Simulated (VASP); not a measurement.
# SnSe2 in VASP: notebook

Runs on SnSe2. Level: PBE+D3(BJ). Tasks: single point.

Everything below comes from runs of VASP 6.6.1. Logs are shortened: lines on timing, memory, paths and dates and some standing lists are left out, and cuts for length are marked.

**1. The cell of the first run**

The cell holds a slab with vacuum, 12 atoms: a = 3.836 Å, b = 3.836 Å, c = 68.466 Å, α = 90.00°, β = 90.00°, γ = 120.00°.

**2. Single point, PBE+D3(BJ) (a layer taken out of the bulk)**

INCAR

```
SYSTEM = SnSe2
PREC = Accurate
ENCUT = 520
EDIFF = 1E-7
ISMEAR = 0
SIGMA = 0.02
LREAL = .False.
LASPH = .True.
NELM = 100
ALGO = Normal
ISIF = 2
LWAVE = .False.
LCHARG = .True.
LDIPOL = .True.
IDIPOL = 3
DIPOL = 0.5 0.5 0.500
GGA = PE
IVDW = 12
LVHAR = .True.
LVACPOTAV = .True.
NBANDS = 64
KPAR = 4
```

KPOINTS

```
Automatic mesh
0
Gamma
  12 12 1
  0 0 0
```

POSCAR

```
SnSe2
1.0
    3.8363559790      0.0000000000      0.0000000000
   -1.9181779895      3.3223817358      0.0000000000
    0.0000000000      0.0000000000     68.4658304713
Se Sn
8 4
Direct
    0.6666666667      0.3333333333      0.3451165756
    0.3333333333      0.6666666667      0.3917389073
    0.6666666667      0.3333333333      0.4327718308
    0.3333333333      0.6666666667      0.4793594099
    0.6666666667      0.3333333333      0.5206405901
    0.3333333333      0.6666666667      0.5672281692
    0.6666666667      0.3333333333      0.6082610927
    0.3333333333      0.6666666667      0.6548834244
    0.0000000000      0.0000000000      0.3684201670
    0.0000000000      0.0000000000      0.4560669556
    0.0000000000      0.0000000000      0.5439330444
    0.0000000000      0.0000000000      0.6315798330
```

Potentials or basis: VASP PAW PBE potentials, release 64 (Se, Sn_d).

On the command line:

```bash
$ cat potpaw_PBE.64/Se/POTCAR potpaw_PBE.64/Sn_d/POTCAR > POTCAR
$ mpirun -np 4 vasp_std > vasp.out
```

OUTCAR:

```text
SYSTEM = SnSe2
   PREC = Accurate
   ENCUT = 520
   EDIFF = 1E-7
   ISMEAR = 0
   LREAL = .False.
   LASPH = .True.
   NELM = 100
   ISIF = 2
   GGA = PE
   IVDW = 12
 IVDW          = 12

 ion  position               nearest neighbor table
   1  0.667  0.333  0.345-   9 2.73   9 2.73   9 2.73
   2  0.333  0.667  0.392-   9 2.73   9 2.73   9 2.73
   3  0.667  0.333  0.433-  10 2.73  10 2.73  10 2.73
   4  0.333  0.667  0.479-  10 2.73  10 2.73  10 2.73
   5  0.667  0.333  0.521-  11 2.73  11 2.73  11 2.73
   6  0.333  0.667  0.567-  11 2.73  11 2.73  11 2.73
   7  0.667  0.333  0.608-  12 2.73  12 2.73  12 2.73
   8  0.333  0.667  0.655-  12 2.73  12 2.73  12 2.73
   9  0.000  0.000  0.368-   1 2.73   1 2.73   1 2.73   2 2.73   2 2.73   2 2.73
  10  0.000  0.000  0.456-   4 2.73   4 2.73   4 2.73   3 2.73   3 2.73   3 2.73
  11  0.000  0.000  0.544-   5 2.73   5 2.73   5 2.73   6 2.73   6 2.73   6 2.73
  12  0.000  0.000  0.632-   8 2.73   8 2.73   8 2.73   7 2.73   7 2.73   7 2.73

  LATTYP: Found a hexagonal cell.
 ALAT       =     3.8363559790
 C/A-ratio  =    17.8465791095

  Lattice vectors:

 A1 = (   3.8363559790,   0.0000000000,   0.0000000000)
 A2 = (  -1.9181779895,   3.3223817358,   0.0000000000)
 A3 = (   0.0000000000,   0.0000000000,  68.4658304713)

Analysis of symmetry for initial positions (statically):
=====================================================================
 Subroutine PRICEL returns:
 Original cell was already a primitive cell.

 Routine SETGRP: Setting up the symmetry group for a
 hexagonal supercell.

 Subroutine GETGRP returns: Found 12 space group operations
 (whereof 12 operations were pure point group operations)
 out of a pool of 24 trial point group operations.

The static configuration has the point symmetry D_3d.

Analysis of symmetry for dynamics (positions and initial velocities):
=====================================================================
 Subroutine PRICEL returns:
 Original cell was already a primitive cell.

 Routine SETGRP: Setting up the symmetry group for a
 hexagonal supercell.

 Subroutine GETGRP returns: Found 12 space group operations
 (whereof 12 operations were pure point group operations)
 out of a pool of 24 trial point group operations.

The dynamic configuration has the point symmetry D_3d.

 Subroutine INISYM returns: Found 12 space group operations
 (whereof 12 operations are pure point group operations),
[... 126 lines left out ...]
   EFERMI_NEDOS =   21; number of points for ismear=-14 and -15
   IALGO  =     38    algorithm
   IMIX   =      4    mixing-type and parameters
     AMIX     =   0.40;   BMIX     =  1.00
     AMIX_MAG =   1.60;   BMIX_MAG =  1.00
  volume/ion in A,a.u.               =      72.72       490.75
  Fermi-wavevector in a.u.,A,eV,Ry     =   0.805635  1.522430  8.830838  0.649048
  Thomas-Fermi vector in A             =   1.913917
   LORBIT       =      0    0 simple, 1 ext, 2 COOP (PROOUT), +10 PAW based schemes
   GGA     = PE    functional components
   LHFCALC =     F    Hartree Fock is set to
   AEXX    =    0.0000 exact exchange contribution
   IVDW    =    12    specifies the selected vdW correction
   LEPSILON=     F    determine dielectric tensor
   LRPA    =     F    only Hartree local field effects (RPA)
 non-spin polarized calculation
 Gauss-broadening in eV      SIGMA  =   0.02
  energy-cutoff  :      520.00
  volume of cell :      872.65
 maximum number of plane-waves:     23637
 NGX is ok and might be reduce to    30
   NGX = 15   NGY = 15   NGZ =255

 number of electron     103.9999986 magnetization

 dipolmoment           0.000000      0.000000      0.000000 electrons x Angstroem

 Free energy of the ion-electron system (eV)
  ---------------------------------------------------
  ext. energy  EPLUGINS =         0.00000000
  ---------------------------------------------------
  free energy    TOTEN  =       -47.27862166 eV

  energy without entropy =      -47.27862166  energy(sigma->0) =      -47.27862166

 E-fermi :  -2.1497     XC(G=0):  -3.5329

 val. band max:       -2.2752191356   @ k =   0.0833   0.0833   0.0000
 cond. band min:      -1.7116071152   @ k =   0.5000   0.0000   0.0000
 fundamental gap:      0.5636120204
 Fermi energy:        -2.1497368723

 k-point     1 :       0.0000    0.0000    0.0000
  band No.  band energies     occupation
      1     -23.5710      2.00000
      2     -23.5710      2.00000
      3     -23.5710      2.00000
      4     -23.5710      2.00000
      5     -23.5642      2.00000
      6     -23.5642      2.00000
[... 1262 lines left out ...]
     63       3.6326      0.00000
     64       3.7914      0.00000

------------------------ aborting loop because EDIFF is reached ----------------------------------------

 vacuum level on the upper side and lower side of the slab       (xc-potential included)        -0.069        -0.069

 Edisp (eV)   -4.01948

 E8    (eV) :    -1.7876

  FORCE on cell =-STRESS in cart. coord.  units (eV):
  Direction    XX          YY          ZZ          XY          YZ          ZX
  --------------------------------------------------------------------------------------
  -------------------------------------------------------------------------------------
  Total       0.11875     0.11875     0.14153     0.00000     0.00000     0.00000
  in kB       0.21802     0.21802     0.25985     0.00000     0.00000     0.00000
  external pressure =        0.23 kB  Pullay stress =        0.00 kB

 VOLUME and BASIS-vectors are now :
 -----------------------------------------------------------------------------
  energy-cutoff  :      520.00
  volume of cell :      872.65
      direct lattice vectors                 reciprocal lattice vectors
     3.836355979  0.000000000  0.000000000     0.260664027  0.150494446  0.000000000
    -1.918177989  3.322381736  0.000000000     0.000000000  0.300988893  0.000000000
     0.000000000  0.000000000 68.465830471     0.000000000  0.000000000  0.014605826

 POSITION                                       TOTAL-FORCE (eV/Angst)
 -----------------------------------------------------------------------------------
      1.91818      1.10746     23.62869         0.000000     -0.000000     -0.014093
     -0.00000      2.21492     26.82073        -0.000000      0.000000      0.014662
      1.91818      1.10746     29.63008         0.000000     -0.000000     -0.014643
     -0.00000      2.21492     32.81974         0.000000      0.000000      0.014949
      1.91818      1.10746     35.64609        -0.000000     -0.000000     -0.014949
     -0.00000      2.21492     38.83575        -0.000000      0.000000      0.014643
      1.91818      1.10746     41.64510         0.000000     -0.000000     -0.014662
     -0.00000      2.21492     44.83714        -0.000000      0.000000      0.014093
      0.00000      0.00000     25.22419        -0.000000      0.000000     -0.000802
      0.00000      0.00000     31.22500         0.000000     -0.000000      0.000007
      0.00000      0.00000     37.24083         0.000000      0.000000     -0.000007
      0.00000      0.00000     43.24164         0.000000      0.000000      0.000802
 -----------------------------------------------------------------------------------
    total drift:                                0.000000      0.000000      0.000000

  FREE ENERGIE OF THE ION-ELECTRON SYSTEM (eV)
  ---------------------------------------------------
  free  energy   TOTEN  =       -51.2981054173 eV

  energy  without entropy=      -51.2981054173  energy(sigma->0) =      -51.29810542

 vacuum level on the upper side and lower side of the slab         3.573         3.573
```

stdout:

```text
POSCAR found type information on POSCAR SeSn
 POSCAR found :  2 types and      12 ions
 scaLAPACK will be used
 LDA part: xc-table for (Slater+PW92), standard interpolation
 -----------------------------------------------------------------------------
|                                                                             |
|           W    W    AA    RRRRR   N    N  II  N    N   GGGG   !!!           |
|           W    W   A  A   R    R  NN   N  II  NN   N  G    G  !!!           |
|           W    W  A    A  R    R  N N  N  II  N N  N  G       !!!           |
|           W WW W  AAAAAA  RRRRR   N  N N  II  N  N N  G  GGG   !            |
|           WW  WW  A    A  R   R   N   NN  II  N   NN  G    G                |
|           W    W  A    A  R    R  N    N  II  N    N   GGGG   !!!           |
|                                                                             |
|     One of the lattice vectors is very long (>50 A), but AMIN is rather     |
|     large. This can spoil convergence since charge sloshing might occur     |
|     along the long lattice vector. If problems with convergence are         |
|     observed, try to decrease AMIN to a smaller value (e.g. 0.01).          |
|     Note: This warning only applies if the self-consistency cycle is        |
|     used.                                                                   |
|                                                                             |
 -----------------------------------------------------------------------------

 POSCAR, INCAR and KPOINTS ok, starting setup
 FFT: planning ... GRIDC
 FFT: planning ... GRID_SOFT
 FFT: planning ... GRID
 WAVECAR not read
 entering main loop
```

Wall time 22 min (4 MPI ranks of AMD EPYC 7R43 (Zen 3), shared host); peak memory 1.4 GiB.

Results:

```yaml
Free_energy: -51.2981 eV
Largest_force: 0.015 eV/Å
Band_gap_on_the_k_mesh: 0.56 eV (least direct gap 0.87 eV)
Dispersion_energy_per_atom: -0.335 eV
Ionisation_potential_of_the_upper_face: 5.85 eV
```

Forces on the atoms (eV/Å):
```
Se   0.000  0.000 -0.014
Se   0.000  0.000  0.015
Se   0.000  0.000 -0.015
Se   0.000  0.000  0.015
Se   0.000  0.000 -0.015
Se   0.000  0.000  0.015
Se   0.000  0.000 -0.015
Se   0.000  0.000  0.014
Sn   0.000  0.000 -0.001
Sn   0.000  0.000  0.000
Sn   0.000  0.000  0.000
Sn   0.000  0.000  0.001
```

Caveat: the cell differs from its parent crystal (a layer taken out of the bulk); semilocal functionals underestimate gaps, and a narrow one can read as zero; spin-orbit coupling is left out, which moves the levels of the heavy elements.

**3. Single point, PBE+D3(BJ) (a layer taken out of the bulk)**

INCAR

```
PREC = Accurate
ENCUT = 520
EDIFF = 1E-7
ISMEAR = 0
SIGMA = 0.02
LREAL = False
LASPH = True
NELM = 80
ALGO = Normal
ISIF = 2
LWAVE = False
LCHARG = False
LDIPOL = True
IDIPOL = 3
DIPOL = 0.5 0.5 0.500
GGA = PE
IVDW = 12
NBANDS = 64
KPAR = 4
```

KPOINTS

```
Automatic mesh
0
Gamma
  12 12 1
```

POSCAR

```
SnSe2
1.0
    3.8366614607      0.0000000000      0.0000000000
   -1.9183307303      3.3226462907      0.0000000000
    0.0000000000      0.0000000000     68.4658304713
Se Sn
8 4
Direct
    0.6666666667      0.3333333333      0.3450534651
    0.3333333333      0.6666666667      0.3916769571
    0.6666666667      0.3333333333      0.4327454237
    0.3333333333      0.6666666667      0.4793362869
    0.6666666667      0.3333333333      0.5206637131
    0.3333333333      0.6666666667      0.5672545763
    0.6666666667      0.3333333333      0.6083230429
    0.3333333333      0.6666666667      0.6549465349
    0.0000000000      0.0000000000      0.3683594061
    0.0000000000      0.0000000000      0.4560421411
    0.0000000000      0.0000000000      0.5439578589
    0.0000000000      0.0000000000      0.6316405939
```

Potentials or basis: VASP PAW PBE potentials, release 64 (Se, Sn_d).

On the command line:

```bash
$ cat potpaw_PBE.64/Se/POTCAR potpaw_PBE.64/Sn_d/POTCAR > POTCAR
$ mpirun -np 4 vasp_std > vasp.out
```

It took 17 min on 4 MPI ranks of Oxide Virtual Turin-like, shared host; peak memory 1.4 GiB.

The run converged. Its results:

| Item | Value |
| --- | --- |
| Free energy | -51.2981 eV |
| Largest force | 0.015 eV/Å |
| Band gap on the k mesh | 0.57 eV (least direct gap 0.87 eV) |
| Dispersion energy per atom | -0.335 eV |

Forces in eV/Å, atoms in the order of the input:
```
Se   0.000  0.000 -0.012
Se   0.000  0.000  0.015
Se   0.000  0.000 -0.014
Se   0.000  0.000  0.014
Se   0.000  0.000 -0.014
Se   0.000  0.000  0.014
Se   0.000  0.000 -0.015
Se   0.000  0.000  0.012
Sn   0.000  0.000 -0.002
Sn   0.000  0.000  0.000
Sn   0.000  0.000  0.000
Sn   0.000  0.000  0.002
```

Levels at points of the mesh, in eV from the valence-band top:
| k point | band 49 | band 50 | band 51 | band 52 | band 53 | band 54 | band 55 | band 56 |
| --- | --- | --- | --- | --- | --- | --- | --- | --- |
| (0.00, 0.00, 0.00) | -0.22 | -0.22 | -0.19 | -0.19 | 0.99 | 1.46 | 1.96 | 2.34 |
| (0.50, 0.00, 0.00) | -0.81 | -0.63 | -0.44 | -0.31 | 0.57 | 0.62 | 0.80 | 1.09 |

Caveat: the cell differs from its parent crystal (a layer taken out of the bulk); semilocal functionals underestimate gaps, and a narrow one can read as zero; spin-orbit coupling is left out, which moves the levels of the heavy elements.
